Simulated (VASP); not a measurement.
A run of VASP 6.6.1 is set up as follows.

File INCAR:

```
PREC = Accurate
ENCUT = 520
EDIFF = 1E-6
ISMEAR = 0
SIGMA = 0.1
LREAL = False
LASPH = True
NELM = 100
ALGO = Normal
ISIF = 2
LWAVE = False
LCHARG = False
GGA = PE
NBANDS = 18
```

The input KPOINTS:

```
Automatic mesh
0
Gamma
  4 4 4
```

File POSCAR:

```
Be2Al5
1.0
    6.5419281696      0.0000000000      0.0000000000
    0.0000000000      6.5419281696      0.0000000000
    0.0000000000      0.0000000000      2.6078991252
Be Al
2 5
Direct
    0.5000000000      0.0000000000      0.0000000000
    0.0000000000      0.5000000000      0.0000000000
    0.7905002497      0.7905002497      0.5000000000
    0.2094997503      0.2094997503      0.5000000000
    0.2094997503      0.7905002497      0.5000000000
    0.7905002497      0.2094997503      0.5000000000
    0.5000000000      0.5000000000      0.5000000000
```

Potentials or basis: VASP PAW PBE potentials, release 64 (Be, Al).

Command:

```console
$ cat potpaw_PBE.64/Be/POTCAR potpaw_PBE.64/Al/POTCAR > POTCAR
$ mpirun -np 1 vasp_std > vasp.out
```

**Question.** What does it give for the pressure?

**Answer.** -0.1 GPa.

**Question.** What does it give for the band gap on the k mesh?

**Answer.** Zero (an odd number of electrons rules out a gap without spin polarisation).

Forces in eV/Å, atoms in the order of the input:
```
Be   0.000  0.000  0.000
Be   0.000  0.000  0.000
Al  -0.004 -0.004  0.000
Al   0.004  0.004  0.000
Al   0.004 -0.004  0.000
Al  -0.004  0.004  0.000
Al   0.000  0.000  0.000
```

Caveat: the k points lie up to 0.60 Å⁻¹ apart, too coarse for converged energies and pressures of a metal.
